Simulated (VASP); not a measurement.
TaN, 2 atoms in the cell. Symmetry: P-6m2, No. 187, hexagonal system. The conventional cell has a = 2.957 Å, b = 2.957 Å, c = 3.145 Å, α = 90.00°, β = 90.00°, γ = 120.00°. Ta (site symmetry -6m2) has 6 N at 2.32 Å and 8 Ta at 2.96 to 3.14 Å within 3.2 Å. N (site symmetry -6m2) has 6 Ta at 2.32 Å and 8 N at 2.96 to 3.14 Å within 3.2 Å. 

* Program: VASP 6.6.1
* Task: single point
* Functional: PBEsol
* Potentials or basis: VASP PAW PBE potentials, release 64 (Ta_pv, N)
* Cutoff: 520 eV
* k mesh: 21 × 21 × 18
* Occupations: gaussian, width 0.15 eV
* Spin: no spin polarisation
* Dipole correction: no
* Further INCAR settings: ALGO = Normal; EDIFF = 1e-06; NBANDS = 15

Potentials or basis: VASP PAW PBE potentials, release 64 (Ta_pv, N).

The run is started by

```console
$ cat potpaw_PBE.64/Ta_pv/POTCAR potpaw_PBE.64/N/POTCAR > POTCAR
$ mpirun -np 1 vasp_std > vasp.out
```

Hardware: 1 thread of Intel Xeon 8259CL (shared host).

Q: How long does it take, and how much memory?

A: It took 2.3 min on 1 thread of Intel Xeon 8259CL, with other jobs on the host, peak memory 0.28 GiB. Counts: scf iterations 12, k points 480.
